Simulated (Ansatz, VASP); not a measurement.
MgI2: VASP beside Ansatz

```
Mg I
1.0
     0.04751    3.75572    3.75572
     3.75572    0.04751    3.75572
     3.80323    3.80323    0.00000
Mg I
1 2
Direct
  0.00000 0.00000 0.00000
  0.25105 0.25105 0.24895
  0.74895 0.74895 0.75105
```

Change from the starting cell: shear_xy strain +2.5%.

Alike in both runs: task single point; functional r2SCAN; k mesh 6 × 6 × 6; no spin polarisation.

```csv
,VASP,Ansatz
version,VASP 6.6.1,Ansatz 0.2.0
potentials or method,"VASP PAW PBE potentials, release 64 (Mg, I)","plane waves, PAW"
plane-wave cutoff (eV),520,500
occupations,"gaussian, width 0.01 eV",fixed
valence electrons in the cell,16,44
```

|  | VASP | Ansatz | Ansatz less VASP |
| --- | --- | --- | --- |
| gap on the k mesh at the Fermi level (eV) | 1.30 | 1.35 | +0.046 |
| pressure (GPa) | -0.1 | 0.0 | +0.09 |
| traceless stress, the component that is largest in VASP (GPa) | 0.48 | 0.47 | -0.009 |

VASP's potentials were made for PBE, not for r2SCAN. VASP's potentials hold 16 valence electrons a cell and Ansatz's 44, so a difference there can come from the potentials and not from the codes.

Spin-orbit coupling is off throughout.
